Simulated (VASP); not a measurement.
# ScAl3 (Pm-3m) in VASP: notebook, part 2 of 2

VASP 6.6.1. The steps go on from the part before.

### 4 Vibrations by perturbation theory, PBEsol

File INCAR:

```
SYSTEM = ScAl3
ALGO = Normal
EDIFF = 1E-8
ENCUT = 520
GGA = PS
IBRION = 8
ISIF = 2
ISMEAR = -1
LASPH = .True.
LCHARG = .False.
LREAL = .False.
LWAVE = .False.
NBANDS = 18
NELM = 100
NSW = 1
PREC = Accurate
SIGMA = 0.05
```

File KPOINTS:

```
k-points
0
Gamma
  5 5 5
  0 0 0
```

File POSCAR:

```
ScAl3
1.0
    4.0878065700      0.0000000000      0.0000000000
    0.0000000000      4.0878065700      0.0000000000
    0.0000000000      0.0000000000      4.0878065700
Sc Al
1 3
Direct
    0.0000000000      0.0000000000      0.0000000000
    0.5000000000      0.5000000000      0.0000000000
    0.0000000000      0.5000000000      0.5000000000
    0.5000000000      0.0000000000      0.5000000000
```

Potentials or basis: VASP PAW PBE potentials, release 64 (Sc_sv, Al).

Launch:

```bash
> cat potpaw_PBE.64/Sc_sv/POTCAR potpaw_PBE.64/Al/POTCAR > POTCAR
> mpirun -np 1 vasp_std > vasp.out
```

OUTCAR:

```text
SYSTEM = ScAl3
   EDIFF = 1E-8
   ENCUT = 520
   GGA = PS
   IBRION = 8
   ISIF = 2
   ISMEAR = -1
   LASPH = .True.
   LREAL = .False.
   NELM = 100
   NSW = 1
   PREC = Accurate

 ion  position               nearest neighbor table
   1  0.000  0.000  0.000-   2 2.89   3 2.89   4 2.89   3 2.89   4 2.89   2 2.89   3 2.89   3 2.89
                             2 2.89   4 2.89   4 2.89   2 2.89
   2  0.500  0.500  0.000-   1 2.89   3 2.89   4 2.89   3 2.89   4 2.89   1 2.89   4 2.89   4 2.89
                             1 2.89   3 2.89   3 2.89   1 2.89
   3  0.000  0.500  0.500-   1 2.89   2 2.89   4 2.89   1 2.89   2 2.89   1 2.89   4 2.89   1 2.89
                             2 2.89   4 2.89   2 2.89   4 2.89
   4  0.500  0.000  0.500-   1 2.89   2 2.89   3 2.89   1 2.89   2 2.89   2 2.89   3 2.89   2 2.89
                             1 2.89   3 2.89   1 2.89   3 2.89

  LATTYP: Found a simple cubic cell.
 ALAT       =     4.0878065700

  Lattice vectors:
[... 464 lines left out ...]
  2X     4.463405    0.000000    0.000000   -6.547795    0.000000    0.000000    1.984284    0.000000    0.000000    0.100105    0.000000    0.000000
  2Y     0.000000    4.463405    0.000000    0.000000   -6.547795    0.000000    0.000000    0.100105    0.000000    0.000000    1.984284    0.000000
  2Z     0.000000    0.000000    0.748729   -0.000000   -0.000000   -4.715625   -0.000000    0.000000    1.983448    0.000000   -0.000000    1.983448
  3X     0.748729   -0.000000   -0.000000    1.983448    0.000000   -0.000000   -4.715625    0.000000   -0.000000    1.983448    0.000000    0.000000
  3Y     0.000000    4.463405    0.000000    0.000000    0.100105    0.000000    0.000000   -6.547795    0.000000    0.000000    1.984284    0.000000
  3Z     0.000000    0.000000    4.463405    0.000000    0.000000    1.984284    0.000000    0.000000   -6.547795    0.000000    0.000000    0.100105
  4X     4.463405    0.000000    0.000000    0.100105    0.000000    0.000000    1.984284    0.000000    0.000000   -6.547795    0.000000    0.000000
  4Y     0.000000    0.748729   -0.000000    0.000000    1.983448   -0.000000    0.000000    1.983448    0.000000    0.000000   -4.715625   -0.000000
  4Z     0.000000    0.000000    4.463405    0.000000    0.000000    1.984284    0.000000    0.000000    0.100105    0.000000    0.000000   -6.547795

 Eigenvectors and eigenvalues of the dynamical matrix
 ----------------------------------------------------

   1 f  =   10.189808 THz    64.024449 2PiTHz  339.895395 cm-1    42.141639 meV
             X         Y         Z           dx          dy          dz
      0.000000  0.000000  0.000000     0.498803    0.362152   -0.000000
      2.043903  2.043903  0.000000    -0.425952   -0.309259   -0.000000
      0.000000  2.043903  2.043903     0.207716   -0.309259    0.000000
      2.043903  0.000000  2.043903    -0.425952    0.150810    0.000000
[... 71 lines left out ...]
  12 f/i=    0.002472 THz     0.015532 2PiTHz    0.082455 cm-1     0.010223 meV
             X         Y         Z           dx          dy          dz
      0.000000  0.000000  0.000000     0.541015    0.055695   -0.248105
      2.043903  2.043903  0.000000     0.418895    0.043124   -0.192074
      0.000000  2.043903  2.043903     0.418834    0.043124   -0.192102
      2.043903  0.000000  2.043903     0.418895    0.043117   -0.192102

--------------------------------------------------------------------------------------------------------

 ELASTIC MODULI CONTR FROM IONIC RELAXATION (kBar)
 Direction    XX          YY          ZZ          XY          YZ          ZX
 --------------------------------------------------------------------------------
 XX           0.0000      0.0000      0.0000      0.0000      0.0000      0.0000
 YY           0.0000      0.0000      0.0000      0.0000      0.0000      0.0000
 ZZ           0.0000      0.0000      0.0000      0.0000      0.0000      0.0000
 XY           0.0000      0.0000      0.0000      0.0000      0.0000      0.0000
 YZ           0.0000      0.0000      0.0000      0.0000      0.0000      0.0000
 ZX           0.0000      0.0000      0.0000      0.0000      0.0000      0.0000
 --------------------------------------------------------------------------------
```

OSZICAR:

```text
N       E                     dE             d eps       ncg     rms          rms(c)
DAV:   1     0.108944501526E+03    0.10894E+03   -0.82304E+03   360   0.101E+03
DAV:   2    -0.170736117280E+02   -0.12602E+03   -0.12319E+03   360   0.288E+02
DAV:   3    -0.217240294582E+02   -0.46504E+01   -0.45384E+01   546   0.545E+01
DAV:   4    -0.218507092989E+02   -0.12668E+00   -0.12631E+00   552   0.930E+00
[... 58 lines left out ...]
RMM:   8    -0.726993862237E-02   -0.31469E-06   -0.56206E-09  1172   0.482E-04    0.932E-05
RMM:   9    -0.726996969598E-02   -0.31074E-07    0.16764E-10  1223   0.184E-04    0.938E-05
RMM:  10    -0.727006591861E-02   -0.96223E-07   -0.13318E-10  1188   0.668E-05    0.587E-06
RMM:  11    -0.727008794030E-02   -0.22022E-07    0.23689E-10  1281   0.255E-05    0.275E-06
RMM:  12    -0.727008593219E-02    0.20081E-08    0.88121E-11  1220   0.778E-06    0.255E-06
 Linear response finished
```

stdout:

```text
POSCAR found type information on POSCAR ScAl
 POSCAR found :  2 types and       4 ions
 scaLAPACK will be used
 -----------------------------------------------------------------------------
|                                                                             |
|                                                                             |
|     You enforced a specific xc type in the INCAR file but a different       |
|     I HOPE YOU KNOW WHAT YOU ARE DOING!                                     |
|                                                                             |
 -----------------------------------------------------------------------------

 LDA part: xc-table for (Slater+PW92), standard interpolation
 POSCAR, INCAR and KPOINTS ok, starting setup
 FFT: planning ... GRIDC
 FFT: planning ... GRID_SOFT
 FFT: planning ... GRID
 WAVECAR not read
 entering main loop
 Linear response reoptimize wavefunctions to high precision
 Linear response DOF=           3
 Linear response progress:
 first order change of Fermi-energy   0.95410E-03
 force on displaced ion       1 direction 1 :  -9.665  -0.000  -0.000
 Linear response progress:
 first order change of Fermi-energy  -0.84600E-04
 force on displaced ion       2 direction 1 :  -6.548   0.000   0.000
 Linear response progress:
 first order change of Fermi-energy   0.35045E-04
 force on displaced ion       2 direction 3 :  -0.000   0.000  -4.716
 Linear response finished
```

It took 4.2 min on 1 thread of Oxide Virtual Turin-like, shared host; peak memory 0.19 GiB.

Results:

```
Highest phonon frequency at Γ, LO-TO splitting left out : 340 cm⁻¹
```

Phonon frequencies in cm⁻¹ (negative: imaginary):
| q point | frequencies |
| --- | --- |
| (0.000, 0.000, 0.000) | 0 0 0 235 235 235 259 259 259 340 340 340 |

Caveat: the cell wasn't relaxed at this level first, which shifts response properties; the PAW data sets were made with another functional, which shifts forces and pressure a little.

### 5 Elastic constants, PBEsol

File INCAR:

```
ALGO = Normal
EDIFF = 1E-8
ENCUT = 600
GGA = PS
IBRION = 6
ISIF = 3
ISMEAR = -1
LASPH = T
LCHARG = F
LREAL = F
LWAVE = F
NELM = 60
NFREE = 2
NSW = 1
POTIM = 0.015
PREC = Accurate
SIGMA = 0.05
```

File KPOINTS:

```
k-points
0
Gamma
  5 5 5
```

POSCAR is that of step 4.

Potentials or basis: VASP PAW PBE potentials, release 64 (Sc_sv, Al).

Launch:

```bash
> cat potpaw_PBE.64/Sc_sv/POTCAR potpaw_PBE.64/Al/POTCAR > POTCAR
> mpirun -np 1 vasp_std > vasp.out
```

OUTCAR:

```text
EDIFF = 1E-8
   ENCUT = 600
   GGA = PS
   IBRION = 6
   ISIF = 3
   ISMEAR = -1
   LASPH = T
   LREAL = F
   NELM = 60
   NFREE = 2
   NSW = 1
   POTIM = 0.015
   PREC = Accurate

 ion  position               nearest neighbor table
   1  0.000  0.000  0.000-   2 2.89   3 2.89   4 2.89   3 2.89   4 2.89   2 2.89   3 2.89   3 2.89
                             2 2.89   4 2.89   4 2.89   2 2.89
   2  0.500  0.500  0.000-   1 2.89   3 2.89   4 2.89   3 2.89   4 2.89   1 2.89   4 2.89   4 2.89
                             1 2.89   3 2.89   3 2.89   1 2.89
   3  0.000  0.500  0.500-   1 2.89   2 2.89   4 2.89   1 2.89   2 2.89   1 2.89   4 2.89   1 2.89
                             2 2.89   4 2.89   2 2.89   4 2.89
   4  0.500  0.000  0.500-   1 2.89   2 2.89   3 2.89   1 2.89   2 2.89   2 2.89   3 2.89   2 2.89
                             1 2.89   3 2.89   1 2.89   3 2.89

  LATTYP: Found a simple cubic cell.
 ALAT       =     4.0878065700

  Lattice vectors:

 A1 = (   4.0878065700,   0.0000000000,   0.0000000000)
 A2 = (   0.0000000000,   4.0878065700,   0.0000000000)
 A3 = (   0.0000000000,   0.0000000000,   4.0878065700)

Analysis of symmetry for initial positions (statically):
=====================================================================
 Subroutine PRICEL returns:
 Original cell was already a primitive cell.

 Routine SETGRP: Setting up the symmetry group for a
[... 701 lines left out ...]
  FREE ENERGIE OF THE ION-ELECTRON SYSTEM (eV)
  ---------------------------------------------------
  free  energy   TOTEN  =       -20.7794545420 eV

  energy  without entropy=      -20.7649781308  energy(sigma->0) =      -20.77221634

 INTERNAL STRAIN TENSORS FROM STRAINED CELLS
 ============================================

 INTERNAL STRAIN TENSOR FOR ION    1 for displacements in x,y,z  (eV/Angst):
          X           Y           Z          XY          YZ          ZX
  --------------------------------------------------------------------------------
  x     0.00000     0.00000     0.00000     0.00000     0.00000    -0.00000
  y     0.00000     0.00000     0.00000     0.00000     0.00000     0.00000
  z     0.00000     0.00000     0.00000     0.00000     0.00000     0.00000

 INTERNAL STRAIN TENSORS FROM DISPLACED ATOMS
 ============================================

 INTERNAL STRAIN TENSOR FOR ION    1 for displacements in x,y,z  (eV/Angst):
          X           Y           Z          XY          YZ          ZX
  --------------------------------------------------------------------------------
  x     0.00000     0.00000     0.00000     0.00000     0.00000     0.00000
  y     0.00000     0.00000     0.00000     0.00000     0.00000     0.00000
  z     0.00000     0.00000     0.00000     0.00000     0.00000     0.00000

 INTERNAL STRAIN TENSOR FOR ION    4 for displacements in x,y,z  (eV/Angst):
          X           Y           Z          XY          YZ          ZX
  --------------------------------------------------------------------------------
  x     0.00000     0.00000     0.00000     0.00000     0.00000     0.00000
  y     0.00000     0.00000     0.00000     0.00000     0.00000     0.00000
  z     0.00000     0.00000     0.00000     0.00000     0.00000     0.00000

 Eigenvectors and eigenvalues of the dynamical matrix
 ----------------------------------------------------

   1 f  =   10.190968 THz    64.031741 2PiTHz  339.934105 cm-1    42.146438 meV
             X         Y         Z           dx          dy          dz
      0.000000  0.000000  0.000000    -0.003078    0.617010    0.000000
      2.043903  2.043903  0.000000     0.002625   -0.526134    0.000000
      0.000000  2.043903  2.043903    -0.001278   -0.526134    0.000000
      2.043903  0.000000  2.043903     0.002625    0.256201   -0.000000
[... 71 lines left out ...]
  12 f/i=    0.003072 THz     0.019304 2PiTHz    0.102482 cm-1     0.012706 meV
             X         Y         Z           dx          dy          dz
      0.000000  0.000000  0.000000     0.000678    0.597272   -0.000011
      2.043903  2.043903  0.000000     0.000525    0.462992   -0.000009
      0.000000  2.043903  2.043903     0.000526    0.462992   -0.000009
      2.043903  0.000000  2.043903     0.000525    0.463187   -0.000009

--------------------------------------------------------------------------------------------------------

 ELASTIC MODULI CONTR FROM IONIC RELAXATION (kBar)
 Direction    XX          YY          ZZ          XY          YZ          ZX
 --------------------------------------------------------------------------------
 XX           0.0000      0.0000      0.0000      0.0000      0.0000      0.0000
 YY           0.0000      0.0000      0.0000      0.0000      0.0000      0.0000
 ZZ           0.0000      0.0000      0.0000      0.0000      0.0000      0.0000
 XY           0.0000      0.0000      0.0000      0.0000      0.0000      0.0000
 YZ           0.0000      0.0000      0.0000      0.0000      0.0000      0.0000
 ZX           0.0000      0.0000      0.0000      0.0000      0.0000      0.0000
 --------------------------------------------------------------------------------

 TOTAL ELASTIC MODULI (kBar)
 Direction    XX          YY          ZZ          XY          YZ          ZX
 --------------------------------------------------------------------------------
 XX        1701.0623    489.1908    489.1908      0.0000      0.0000      0.0000
 YY         489.1908   1701.0623    489.1908      0.0000      0.0000      0.0000
 ZZ         489.1908    489.1908   1701.0623      0.0000      0.0000      0.0000
 XY           0.0000      0.0000      0.0000    787.6404      0.0000      0.0000
 YZ           0.0000      0.0000      0.0000      0.0000    787.6404      0.0000
 ZX           0.0000      0.0000      0.0000      0.0000      0.0000    787.6404
 --------------------------------------------------------------------------------
```

OSZICAR:

```text
N       E                     dE             d eps       ncg     rms          rms(c)
DAV:   1     0.121677327544E+03    0.12168E+03   -0.89505E+03   288   0.144E+03
DAV:   2    -0.140422703097E+02   -0.13572E+03   -0.13372E+03   280   0.377E+02
DAV:   3    -0.217367020444E+02   -0.76944E+01   -0.70324E+01   464   0.772E+01
[... 227 lines left out ...]
DAV:   3    -0.207794518111E+02    0.30915E-04   -0.22884E-04   566   0.902E-02    0.169E-02
DAV:   4    -0.207794542092E+02   -0.23982E-05   -0.23192E-05   708   0.504E-02    0.889E-03
DAV:   5    -0.207794545461E+02   -0.33682E-06   -0.14840E-06   598   0.102E-02    0.139E-03
DAV:   6    -0.207794545415E+02    0.45834E-08   -0.16210E-07   730   0.602E-03    0.427E-04
DAV:   7    -0.207794545420E+02   -0.47339E-09   -0.58265E-09   354   0.110E-03
  19 F= -.20779455E+02 E0= -.20772216E+02  d E =-.144764E-01
```

stdout:

```text
POSCAR found type information on POSCAR ScAl
 POSCAR found :  2 types and       4 ions
 scaLAPACK will be used
 -----------------------------------------------------------------------------
|                                                                             |
|                                                                             |
|     You enforced a specific xc type in the INCAR file but a different       |
|     I HOPE YOU KNOW WHAT YOU ARE DOING!                                     |
|                                                                             |
[... 37 lines left out ...]
 Finite differences progress:
 bond charge predicted
 Finite differences progress:
 bond charge predicted
 Finite differences progress:
 bond charge predicted
 Finite differences progress:
 bond charge predicted
 Finite differences progress:
 bond charge predicted
 Finite differences progress:
```

Run time: 16 min. Hardware: 1 thread of Oxide Virtual Turin-like, shared host; peak memory 0.23 GiB.

Results:

- Elastic constants C11, C12, C44: 170, 49, 79 GPa
- Voigt bulk modulus: 89 GPa
- Highest phonon frequency at Γ, LO-TO splitting left out: 340 cm⁻¹

Phonon frequencies in cm⁻¹ (negative: imaginary):
```tsv
q point	frequencies
(0.000, 0.000, 0.000)	0 0 0 236 236 236 259 259 259 340 340 340
```

Elastic tensor in Voigt notation (GPa, in the Cartesian axes of the cell as first typed):
```
170  49  49   0   0   0
 49 170  49   0   0   0
 49  49 170   0   0   0
  0   0   0  79   0   0
  0   0   0   0  79   0
  0   0   0   0   0  79
```

Clamped-ion elastic tensor (GPa):
```
170  49  49   0   0   0
 49 170  49   0   0   0
 49  49 170   0   0   0
  0   0   0  79   0   0
  0   0   0   0  79   0
  0   0   0   0   0  79
```

Caveat: the cell is under stress, which shifts elastic constants; the PAW data sets were made with another functional, which shifts forces and pressure a little.
